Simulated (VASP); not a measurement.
The system is Na3TeH.

```
Na Te H
1.0
     4.76078    0.00000    0.00000
     0.00000    4.76078    0.00000
     0.00000    0.00000    4.76078
Na Te H
3 1 1
Direct
  0.50000 0.00000 0.50000
  0.00000 0.50000 0.50000
  0.50000 0.50000 0.00000
  0.00000 0.00000 0.00000
  0.50000 0.50000 0.50000
```

- Program: VASP 6.6.1
- Task: relaxation of cell and atoms
- Functional: PBE
- Dispersion: D3(BJ)
- Potentials or basis: VASP PAW PBE potentials, release 64 (Na_pv, Te, H)
- Cutoff: 600 eV
- k mesh: 6 × 6 × 6
- Occupations: gaussian, width 0.02 eV
- Spin: no spin polarisation

At the start: pressure -1.8 GPa; volume 21.58 Å³/atom.

Question: Where does the relaxation end?

Answer: Over 4 steps the energy falls by 9.2 meV/atom and the volume is 20.03 Å³/atom (-7.2 %); space group Pm-3m (No. 221, to 0.1 Å) before and after.

Step by step:
| step | energy change (eV) | largest force (eV/Å) | pressure (GPa) | volume (Å³) |
| --- | --- | --- | --- | --- |
| 1 | 0.0000 | 0.0000 | -1.78 | 107.90 |
| 2 | -0.0325 | 0.0000 | -1.02 | 104.21 |
| 3 | -0.0457 | 0.0000 | -0.12 | 100.58 |
| 4 | -0.0459 | 0.0000 | 0.01 | 100.14 |

Final structure:
```
Na Te H
1.0
     4.64369    0.00000    0.00000
     0.00000    4.64369    0.00000
     0.00000    0.00000    4.64369
Na Te H
3 1 1
Direct
  0.50000 0.00000 0.50000
  0.00000 0.50000 0.50000
  0.50000 0.50000 0.00000
  0.00000 0.00000 0.00000
  0.50000 0.50000 0.50000
```
